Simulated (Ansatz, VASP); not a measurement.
# One calculation of AlAs5, two programs

The input INCAR:

```
PREC = Accurate ; ENCUT = 600
EDIFF = 1E-6 ; ISMEAR = 0
SIGMA = 0.1 ; LREAL = F
LASPH = T ; NELM = 80
ALGO = Normal ; ISIF = 3
LWAVE = F ; LCHARG = F
GGA = PE ; IBRION = 2
NSW = 90 ; EDIFFG = -0.04
```

File KPOINTS:

```
regular mesh
0
Gamma
  6 6 4
```

File POSCAR:

```
AlAs5
1.0
    5.6440690000      0.0000000000      0.0000000000
   -2.8220345000      4.8879071300      0.0000000000
    0.0000000000      0.0000000000      4.3584752900
Al As
1 5
Direct
    0.0000000000      0.0000000000      0.0000000000
    0.3333333300      0.6666666700      0.0000000000
    0.6666666700      0.3333333300      0.0000000000
    0.5000000000      0.0000000000      0.5000000000
    0.5000000000      0.5000000000      0.5000000000
    0.0000000000      0.5000000000      0.5000000000
```

Input for Ansatz:

```yaml
crystal:
  lattice:
    - [5.644069, 0.0, 0.0]
    - [-2.8220345, 4.88790713, 0.0]
    - [0.0, 0.0, 4.35847529]
  atoms:
    - { symbol: Al, position: [0.0, 0.0, 0.0] }
    - { symbol: As, position: [0.33333333, 0.66666667, 0.0] }
    - { symbol: As, position: [0.66666667, 0.33333333, 0.0] }
    - { symbol: As, position: [0.5, 0.0, 0.5] }
    - { symbol: As, position: [0.5, 0.5, 0.5] }
    - { symbol: As, position: [0.0, 0.5, 0.5] }
basis:
  ecutwfc: 420
kpoints:
  mp_grid: { grid: [6, 6, 4] }
hamiltonian:
  xc: pbe
scf:
  occupations: { method: gaussian, width: 0.1 }
  lower_state_search: "off"
output:
  forces: true
  stress: true
  eigenvalues: true
relax:
  adjacent_minimum: "off"
  f_tol: 0.04
  max_steps: 70
  cell: { stress_tol: 0.4 }
```

Change from the starting cell: species swapped into the RbAu5 type (P6/mmm, No. 191).

Alike in both runs: task relaxation of cell and atoms; functional PBE; k mesh 6 × 6 × 4; occupations gaussian, width 0.1 eV; no spin polarisation.

```csv
,VASP,Ansatz
version,VASP 6.6.1,Ansatz 0.2.0
potentials or method,"VASP PAW PBE potentials, release 64 (Al, As), cutoff 600 eV","scalar-relativistic, plane waves, PAW"
valence electrons in the cell,28,78
```

```tsv
	VASP	Ansatz	Ansatz less VASP
gap on the k mesh at the Fermi level, each at its own relaxed structure (eV)	none	none	-
relaxed volume (Å³/atom)	21.49	21.44	-0.045
relaxed length of the cell vector where the two differ most in proportion (Å)	5.083	5.055	-0.0279
```

A gap of «none» marks a metal or a gap that the smearing closes. VASP's potentials hold 28 valence electrons a cell and Ansatz's 78, so a difference there can come from the potentials and not from the codes.

The k mesh is coarse, so the values compare programs but aren't converged.
